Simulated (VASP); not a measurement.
# Re in VASP: a series of runs, part 2 of 2

VASP 6.6.1.

**3. Single point, PBE (equal xx and yy strain of -3 %)**

INCAR

```
SYSTEM = Re
PREC = Accurate ; ENCUT = 520
EDIFF = 1E-6 ; ISMEAR = -1
SIGMA = 0.03 ; LREAL = .FALSE.
LASPH = .TRUE. ; NELM = 80
ALGO = Normal ; ISIF = 2
LWAVE = .FALSE. ; LCHARG = .FALSE.
GGA = PE ; NBANDS = 10
```

KPOINTS

```
regular mesh
0
G
  14 14 14
  0 0 0
```

POSCAR

```
Re
1.0
    0.0000000000      1.9157500000      1.9750000000
    1.9157500000      0.0000000000      1.9750000000
    1.9157500000      1.9157500000      0.0000000000
Re
1
Direct
    0.0000000000      0.0000000000      0.0000000000
```

Potentials or basis: VASP PAW PBE potentials, release 64 (Re).

The run is started by

```bash
cat potpaw_PBE.64/Re/POTCAR > POTCAR
mpirun -np 1 vasp_std > vasp.out
```

OUTCAR:

```text
SYSTEM = Re
   PREC = Accurate
   ENCUT = 520
   EDIFF = 1E-6
   ISMEAR = -1
   LREAL = .FALSE.
   LASPH = .TRUE.
   NELM = 80
   ISIF = 2
   GGA = PE

 ion  position               nearest neighbor table
   1  0.000  0.000  0.000-

  LATTYP: Found a body centered tetragonal cell.
 ALAT       =     2.7092796321
 C/A-ratio  =     1.4579521262

  Lattice vectors:

 A1 = (  -1.9157500000,   0.0000000000,   1.9750000000)
 A2 = (   1.9157500000,   0.0000000000,   1.9750000000)
 A3 = (   0.0000000000,   1.9157500000,  -1.9750000000)

Analysis of symmetry for initial positions (statically):
=====================================================================
 Subroutine PRICEL returns:
 Original cell was already a primitive cell.

 Routine SETGRP: Setting up the symmetry group for a
 body centered tetragonal supercell.

 Subroutine GETGRP returns: Found 16 space group operations
 (whereof 16 operations were pure point group operations)
 out of a pool of 16 trial point group operations.

The static configuration has the point symmetry D_4h.

Analysis of symmetry for dynamics (positions and initial velocities):
=====================================================================
 Subroutine PRICEL returns:
 Original cell was already a primitive cell.

 Routine SETGRP: Setting up the symmetry group for a
 body centered tetragonal supercell.

 Subroutine GETGRP returns: Found 16 space group operations
 (whereof 16 operations were pure point group operations)
 out of a pool of 16 trial point group operations.

The dynamic configuration has the point symmetry D_4h.

 Subroutine INISYM returns: Found 16 space group operations
 (whereof 16 operations are pure point group operations),
 and found     1 'primitive' translations

----------------------------------------------------------------------------------------

                                     Primitive cell

  volume of cell :      14.4969

  direct lattice vectors                    reciprocal lattice vectors
     0.000000000  1.915750000  1.975000000    -0.260994389  0.260994389  0.253164557
     1.915750000  0.000000000  1.975000000     0.260994389 -0.260994389  0.253164557
     1.915750000  1.915750000  0.000000000     0.260994389  0.260994389 -0.253164557

  length of vectors
     2.751494696  2.751494696  2.709279632     0.447580646  0.447580646  0.447580646

  position of ions in fractional coordinates (direct lattice)
     0.000000000  0.000000000  0.000000000

  ion indices of the primitive-cell ions
   primitive index   ion index
                 1           1

----------------------------------------------------------------------------------------

 KPOINTS: regular mesh

Automatic generation of k-mesh.
 Grid dimensions read from file:
 generate k-points for:   14   14   14

 Generating k-lattice:

  Cartesian coordinates                     Fractional coordinates (reciprocal lattice)
    -0.018642456  0.018642456  0.018083183     0.071428571  0.000000000  0.000000000
     0.018642456 -0.018642456  0.018083183     0.000000000  0.071428571  0.000000000
     0.018642456  0.018642456 -0.018083183     0.000000000  0.000000000  0.071428571

  Length of vectors
     0.031970046  0.031970046  0.031970046

  Shift w.r.t. Gamma in fractional coordinates (k-lattice)
     0.000000000  0.000000000  0.000000000

 Subroutine IBZKPT returns following result:
 ===========================================

 Found    244 irreducible k-points:

 Following reciprocal coordinates:
            Coordinates               Weight
  0.000000  0.000000  0.000000      1.000000
  0.071429  0.000000  0.000000      8.000000
  0.142857  0.000000  0.000000      8.000000
  0.214286  0.000000  0.000000      8.000000
  0.285714  0.000000  0.000000      8.000000
  0.357143  0.000000  0.000000      8.000000
[... 16 lines left out ...]
  0.214286  0.142857  0.000000      8.000000
  0.285714  0.142857  0.000000      8.000000
 [... further k-points ...]
   k-points           NKPTS =    244   k-points in BZ     NKDIM =    244   number of bands    NBANDS=     10
   number of dos      NEDOS =    301   number of ions     NIONS =      1
   total plane-waves  NPLWV =   8000
   dimension x,y,z NGX =    20 NGY =   20 NGZ =   20
   dimension x,y,z NGXF=    40 NGYF=   40 NGZF=   40
   ions per type =               1
   NGX,Y,Z   is equivalent  to a cutoff of  12.08, 12.08, 12.27 a.u.
   NGXF,Y,Z  is equivalent  to a cutoff of  24.17, 24.17, 24.54 a.u.
 SYSTEM =  Re
   PREC   = accura    normal or accurate (medium, high low for compatibility)
   ISTART =      0    job   : 0-new  1-cont  2-samecut
   ICHARG =      2    charge: 1-file 2-atom 10-const
   ISPIN  =      1    spin polarized calculation?
   LNONCOLLINEAR =      F non collinear calculations
   LSORBIT =      F    spin-orbit coupling
   LASPH  =      T    aspherical Exc in radial PAW
   ENCUT  =  520.0 eV  38.22 Ry    6.18 a.u.   5.12  5.12  5.04*2*pi/ulx,y,z
   NELM   =     80;   NELMIN=  2; NELMDL= -5     # of ELM steps
   EDIFF  = 0.1E-05   stopping-criterion for ELM
   LREAL  =      F    real-space projection
   EDIFFG = 0.1E-04   stopping-criterion for IOM
   NSW    =      0    number of steps for IOM
   IBRION =     -1    ionic relax: 0-MD 1-quasi-New 2-CG
   NFREE  =      0    steps in history (QN), initial steepest desc. (CG)
   ISIF   =      2    stress and relaxation
   ISYM   =      2    0-nonsym 1-usesym 2-fastsym
   POTIM  = 0.5000    time-step for ionic-motion
   TEBEG  =    0.0;   TEEND  =   0.0 temperature during run
   PSTRESS=    0.0 pullay stress
   NELECT =       7.0000    total number of electrons
   NUPDOWN=      -1.0000    fix difference up-down
   EMIN   =  10.00;   EMAX   =-10.00  energy-range for DOS
   EFERMI =   0.00;   METHOD = LEGACY
   ISMEAR =    -1;   SIGMA  =   0.03  broadening in eV -4-tet -1-fermi 0-gaus
   EFERMI_NEDOS =   21; number of points for ismear=-14 and -15
   IALGO  =     38    algorithm
   IMIX   =      4    mixing-type and parameters
     AMIX     =   0.40;   BMIX     =  1.00
     AMIX_MAG =   1.60;   BMIX_MAG =  1.00
  volume/ion in A,a.u.               =      14.50        97.83
  Fermi-wavevector in a.u.,A,eV,Ry     =   1.284348  2.427065 22.443475  1.649549
  Thomas-Fermi vector in A             =   2.416547
   LORBIT       =      0    0 simple, 1 ext, 2 COOP (PROOUT), +10 PAW based schemes
   GGA     = PE    functional components
   LHFCALC =     F    Hartree Fock is set to
   AEXX    =    0.0000 exact exchange contribution
   IVDW    =     0    specifies the selected vdW correction
   LEPSILON=     F    determine dielectric tensor
   LRPA    =     F    only Hartree local field effects (RPA)
 non-spin polarized calculation
  energy-cutoff  :      520.00
  volume of cell :       14.50
 maximum number of plane-waves:       399
   NGX = 11   NGY = 11   NGZ =  9

 number of electron       7.0000001 magnetization

 Free energy of the ion-electron system (eV)
  ---------------------------------------------------
  ext. energy  EPLUGINS =         0.00000000
  ---------------------------------------------------
  free energy    TOTEN  =       -12.33174269 eV

  energy without entropy =      -12.32850234  energy(sigma->0) =      -12.33012252

 E-fermi :   8.3616     XC(G=0): -13.8123

 val. band max:        8.3615603264   @ k =   0.2143   0.1429   0.0714
 cond. band min:       8.3634663686   @ k =   0.4286   0.3571   0.0000
 fundamental gap:      0.0019060422
 Fermi energy:         8.3616415320

 k-point     1 :       0.0000    0.0000    0.0000
  band No.  band energies     occupation
      1      -1.8969      2.00000
      2       6.0858      2.00000
      3       6.5488      2.00000
      4       6.5488      2.00000
      5       9.3226      0.00000
      6       9.9618      0.00000
      7      22.2788      0.00000
      8      27.3086      0.00000
      9      28.3798      0.00000
     10      28.3798      0.00000

 k-point     2 :       0.0714    0.0000    0.0000
  band No.  band energies     occupation
      1      -1.6558      2.00000
      2       6.0811      2.00000
      3       6.4991      2.00000
      4       6.6622      2.00000
      5       9.2479      0.00000
      6       9.8544      0.00000
      7      22.7482      0.00000
      8      26.7805      0.00000
      9      28.1784      0.00000
     10      28.8312      0.00000
[... 274 lines left out ...]
 k-point    24 :       0.2857    0.1429    0.0000
  band No.  band energies     occupation
      1       0.9312      2.00000
      2       4.5948      2.00000
      3       6.4644      2.00000
      4       7.8745      2.00000
      5       9.1997      0.00000
      6      10.8959      0.00000
      7      24.0170      0.00000
      8      27.0012      0.00000
      9      29.6165      0.00000
     10      29.7699      0.00000

 [... further k-points ...]
[... 5 lines left out ...]
  --------------------------------------------------------------------------------------
  -------------------------------------------------------------------------------------
  Total        1.4254441      1.4254441      0.6669162      0.0000000      0.0000000     -0.0000000
  in kB      157.5382462    157.5382462     73.7067229      0.0000000      0.0000000     -0.0000000
  external PRESSURE =     129.5944051 kB  Pullay stress =       0.0000000 kB

 VOLUME and BASIS-vectors are now :
 -----------------------------------------------------------------------------
  energy-cutoff  :      520.00
  volume of cell :       14.50
      direct lattice vectors                 reciprocal lattice vectors
     0.000000000  1.915750000  1.975000000    -0.260994389  0.260994389  0.253164557
     1.915750000  0.000000000  1.975000000     0.260994389 -0.260994389  0.253164557
     1.915750000  1.915750000  0.000000000     0.260994389  0.260994389 -0.253164557

 POSITION                                       TOTAL-FORCE (eV/Angst)
 -----------------------------------------------------------------------------------
      0.00000      0.00000      0.00000        -0.000000     -0.000000      0.000000
 -----------------------------------------------------------------------------------
    total drift:                                0.000000      0.000000     -0.000000

  FREE ENERGIE OF THE ION-ELECTRON SYSTEM (eV)
  ---------------------------------------------------
  free  energy   TOTEN  =       -12.3317426864 eV

  energy  without entropy=      -12.3285023440  energy(sigma->0) =      -12.33012252
```

OSZICAR:

```text
N       E                     dE             d eps       ncg     rms          rms(c)
DAV:   1     0.600635740667E+01    0.60064E+01   -0.34310E+03  7710   0.780E+02
DAV:   2    -0.126058253290E+02   -0.18612E+02   -0.17110E+02  7538   0.169E+02
DAV:   3    -0.130106938750E+02   -0.40487E+00   -0.39784E+00  7984   0.415E+01
DAV:   4    -0.130127336163E+02   -0.20397E-02   -0.20380E-02  8006   0.135E+00
DAV:   5    -0.130127370065E+02   -0.33902E-05   -0.33898E-05  7178   0.295E-02    0.311E+01
DAV:   6    -0.125171724941E+02    0.49556E+00   -0.37609E-01  7700   0.164E+01    0.131E+01
DAV:   7    -0.123374694729E+02    0.17970E+00   -0.30904E-01  7788   0.142E+01    0.642E-01
DAV:   8    -0.123320826096E+02    0.53869E-02   -0.27262E-03  7178   0.410E-01    0.113E-01
DAV:   9    -0.123317345737E+02    0.34804E-03   -0.26495E-04  7296   0.137E-01    0.226E-02
DAV:  10    -0.123317426919E+02   -0.81182E-05   -0.19932E-05  6928   0.307E-02    0.258E-03
DAV:  11    -0.123317426864E+02    0.54549E-08   -0.21197E-07  4080   0.834E-03
   1 F= -.12331743E+02 E0= -.12330123E+02  d E =-.324034E-02
```

Run time: 48 s. Hardware: 1 thread of Intel Xeon 8259CL, shared host; peak memory 0.16 GiB.

Results:

```yaml
Free_energy: -12.3317 eV
Pressure: 13.0 GPa
```

Stress tensor (GPa, compression positive):
```
15.75  0.00  0.00
 0.00 15.75  0.00
 0.00  0.00  7.37
```

Levels at points of the mesh, in eV from the Fermi level:
| k point | band 2 | band 3 | band 4 | band 5 | band 6 | band 7 |
| --- | --- | --- | --- | --- | --- | --- |
| (0.00, 0.00, 0.00) | -2.28 | -1.81 | -1.81 | 0.96 | 1.60 | 13.92 |
| (0.50, 0.00, 0.00) | -2.43 | -1.95 | 0.23 | 3.77 | 4.03 | 10.20 |
| (0.50, 0.50, 0.00) | -6.07 | 2.43 | 3.89 | 4.65 | 4.65 | 12.74 |
| (0.50, 0.00, 0.50) | -6.12 | 3.08 | 3.82 | 4.42 | 4.92 | 11.99 |

Caveat: the cell differs from its parent crystal (equal xx and yy strain of -3 %); spin-orbit coupling is left out, which moves the levels of the heavy elements.

**4. Single point, PBE (equal xx and yy strain of -1 %)**

INCAR

```
SYSTEM = Re
PREC = Accurate
ENCUT = 520
EDIFF = 1E-6
ISMEAR = -1
SIGMA = 0.03
LREAL = .FALSE.
LASPH = .TRUE.
NELM = 60
ALGO = Normal
ISIF = 2
LWAVE = .FALSE.
LCHARG = .FALSE.
GGA = PE
NBANDS = 10
```

KPOINTS

```
Automatic mesh
0
G
  14 14 14
  0 0 0
```

POSCAR

```
Re
1.0
    0.0000000000      1.9552500000      1.9750000000
    1.9552500000      0.0000000000      1.9750000000
    1.9552500000      1.9552500000      0.0000000000
Re
1
Direct
    0.0000000000      0.0000000000      0.0000000000
```

Potentials or basis: VASP PAW PBE potentials, release 64 (Re).

The run is started by

```bash
cat potpaw_PBE.64/Re/POTCAR > POTCAR
mpirun -np 1 vasp_std > vasp.out
```

OUTCAR:

```text
SYSTEM = Re
   PREC = Accurate
   ENCUT = 520
   EDIFF = 1E-6
   ISMEAR = -1
   LREAL = .FALSE.
   LASPH = .TRUE.
   NELM = 60
   ISIF = 2
   GGA = PE

 ion  position               nearest neighbor table
   1  0.000  0.000  0.000-

  LATTYP: Found a body centered tetragonal cell.
 ALAT       =     2.7651410678
 C/A-ratio  =     1.4284985479

  Lattice vectors:

 A1 = (  -1.9552500000,   0.0000000000,   1.9750000000)
 A2 = (   1.9552500000,   0.0000000000,   1.9750000000)
 A3 = (   0.0000000000,   1.9552500000,  -1.9750000000)

Analysis of symmetry for initial positions (statically):
[... 482 lines left out ...]
      4       7.2568      2.00000
      5       8.6231      0.00000
      6      10.1593      0.00000
      7      23.1162      0.00000
      8      26.1318      0.00000
      9      28.4012      0.00000
     10      28.8753      0.00000

 [... further k-points ...]
[... 5 lines left out ...]
  --------------------------------------------------------------------------------------
  -------------------------------------------------------------------------------------
  Total       -0.2263497     -0.2263497     -0.4070285      0.0000000      0.0000000     -0.0000000
  in kB      -24.0153495    -24.0153495    -43.1850810      0.0000000      0.0000000     -0.0000000
  external PRESSURE =     -30.4052600 kB  Pullay stress =       0.0000000 kB

 VOLUME and BASIS-vectors are now :
 -----------------------------------------------------------------------------
  energy-cutoff  :      520.00
  volume of cell :       15.10
      direct lattice vectors                 reciprocal lattice vectors
     0.000000000  1.955250000  1.975000000    -0.255721775  0.255721775  0.253164557
     1.955250000  0.000000000  1.975000000     0.255721775 -0.255721775  0.253164557
     1.955250000  1.955250000  0.000000000     0.255721775  0.255721775 -0.253164557

 POSITION                                       TOTAL-FORCE (eV/Angst)
 -----------------------------------------------------------------------------------
      0.00000      0.00000      0.00000         0.000000      0.000000      0.000000
 -----------------------------------------------------------------------------------
    total drift:                                0.000000     -0.000000     -0.000000

  FREE ENERGIE OF THE ION-ELECTRON SYSTEM (eV)
  ---------------------------------------------------
  free  energy   TOTEN  =       -12.3560177166 eV

  energy  without entropy=      -12.3521230523  energy(sigma->0) =      -12.35407038
```

OSZICAR:

```text
N       E                     dE             d eps       ncg     rms          rms(c)
DAV:   1     0.555034526673E+01    0.55503E+01   -0.34053E+03  7678   0.768E+02
DAV:   2    -0.126458932028E+02   -0.18196E+02   -0.16747E+02  7510   0.163E+02
DAV:   3    -0.130727667185E+02   -0.42687E+00   -0.40903E+00  7958   0.432E+01
DAV:   4    -0.130755102836E+02   -0.27436E-02   -0.27364E-02  7998   0.177E+00
DAV:   5    -0.130755176949E+02   -0.74113E-05   -0.74098E-05  7132   0.378E-02    0.287E+01
DAV:   6    -0.125430399661E+02    0.53248E+00   -0.44725E-01  7700   0.180E+01    0.114E+01
DAV:   7    -0.123621219481E+02    0.18092E+00   -0.33549E-01  7728   0.148E+01    0.853E-01
DAV:   8    -0.123564756620E+02    0.56463E-02   -0.29106E-03  7298   0.443E-01    0.158E-01
DAV:   9    -0.123560079162E+02    0.46775E-03   -0.41258E-04  7552   0.216E-01    0.199E-02
DAV:  10    -0.123560172828E+02   -0.93665E-05   -0.15087E-05  6800   0.257E-02    0.316E-03
DAV:  11    -0.123560177166E+02   -0.43384E-06   -0.22436E-07  3994   0.106E-02
   1 F= -.12356018E+02 E0= -.12354070E+02  d E =-.389466E-02
```

Run time: 50 s. Hardware: 1 thread of Intel Xeon 8259CL, shared host; peak memory 0.17 GiB.

Results:

```
Free energy : -12.3560 eV
Pressure    : -3.0 GPa
```

Stress tensor (GPa, compression positive):
```
-2.40  0.00  0.00
 0.00 -2.40  0.00
 0.00  0.00 -4.32
```

Caveat: the cell differs from its parent crystal (equal xx and yy strain of -1 %); spin-orbit coupling is left out, which moves the levels of the heavy elements.

**5. The runs side by side**

| spin | cell | gap on the mesh (eV) | pressure (GPa) |
| --- | --- | --- | --- |
| non-collinear, zero start, SOC | a = 2.793 Å, angles 60.0°, 1 atom | - | -9.1 |
| off | a = 2.751, b = 2.751, c = 2.709 Å, angles 60.5, 60.5, 59.0°, 1 atom | none | 13.0 |
| off | a = 2.779, b = 2.779, c = 2.765 Å, angles 60.2, 60.2, 59.7°, 1 atom | none | -3.0 |

Alike in all rows: task single point; level PBE; potentials or basis VASP PAW PBE potentials, release 64 (Re); k mesh 14 × 14 × 14; cutoff (eV) 520; smearing fermi-dirac 0.03 eV.

Caveats: spin-orbit coupling is left out, which moves the levels of the heavy elements (some runs).

Absolute energies hang on the potentials; compare differences alone.
